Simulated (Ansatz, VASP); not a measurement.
## AgSn2SeI3: VASP beside Ansatz

```
Ag Sn Se I
1.0
     4.48148   -0.01779    0.07411
    -0.08472    7.51708    0.00810
    -2.10095   -0.07124    8.01315
Ag Sn Se I
1 2 1 3
Direct
  0.88919 0.05466 0.09161
  0.30060 0.07176 0.61503
  0.44123 0.52241 0.89465
  0.79061 0.24283 0.82176
  0.94565 0.68847 0.15335
  0.47970 0.19285 0.30190
  0.65303 0.72701 0.62169
```

Change from the starting cell: cell x1, atoms moved at random (sigma 0.1 Å) and cell strained at random (1.5 %), then relaxed without symmetry.

Alike in both runs: functional PBE; k mesh 4 × 2 × 2; occupations gaussian, width 0.1 eV; no spin polarisation.

Ansatz relaxed the structure, and its values are those at the end. VASP's run is a single point on that final structure, the one shown.

|  | VASP | Ansatz |
| --- | --- | --- |
| version | VASP 6.6.1 | Ansatz 0.2.0 |
| potentials or method | VASP PAW PBE potentials, release 64 (Ag, Sn_d, Se, I), cutoff 520 eV | scalar-relativistic, plane waves, PAW |
| valence electrons in the cell | 66 | 114 |

Ansatz gave:

```
gap on the k mesh at the Fermi level (eV) : 1.73
least direct gap on the mesh (eV)         : 1.80
pressure (GPa)                            : 0.0
rms of the force components (eV/Å)        : 0.008
```

Q: Estimate VASP's values.

A: gap on the k mesh at the Fermi level (eV): 1.73; least direct gap on the mesh (eV): 1.79; pressure (GPa): 0.0; rms of the force components (eV/Å): 0.007.

With one functional, cell and mesh, what is left measures potentials, basis and numerics. VASP's potentials hold 66 valence electrons a cell and Ansatz's 114, so a difference there can come from the potentials and not from the codes.

Spin-orbit coupling is off throughout.
